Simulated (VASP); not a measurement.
Here is a VASP 6.6.1 calculation.

File INCAR:

```
SYSTEM = LuH2
PREC = Accurate
ENCUT = 520
EDIFF = 1E-6
ISMEAR = 0
SIGMA = 0.1
LREAL = .False.
LASPH = .True.
NELM = 100
ALGO = Normal
ISIF = 2
LWAVE = .False.
LCHARG = .False.
GGA = PS
IVDW = 12
NBANDS = 20
```

File KPOINTS:

```
regular mesh
0
Gamma
  14 14 14
  0 0 0
```

The input POSCAR:

```
LuH2
1.0
    0.0000000000      2.4533143865      2.4533143865
    2.4533143865      0.0000000000      2.4533143865
    2.4533143865      2.4533143865      0.0000000000
Lu H
1 2
Direct
    0.0000000000      0.0000000000      0.0000000000
    0.2500000000      0.2500000000      0.2500000000
    0.7500000000      0.7500000000      0.7500000000
```

Potentials or basis: VASP PAW PBE potentials, release 64 (Lu, H).

Command:

```bash
$ cat potpaw_PBE.64/Lu/POTCAR potpaw_PBE.64/H/POTCAR > POTCAR
$ mpirun -np 1 vasp_std > vasp.out
```

**Question.** Predict the pressure.

**Answer.** 0.4 GPa.

**Question.** What does it give for the dispersion energy per atom?

**Answer.** -0.197 eV.

Caveat: the PAW data sets were made with another functional, which shifts forces and pressure a little; pairwise dispersion overbinds metals, which lowers pressure and volume.
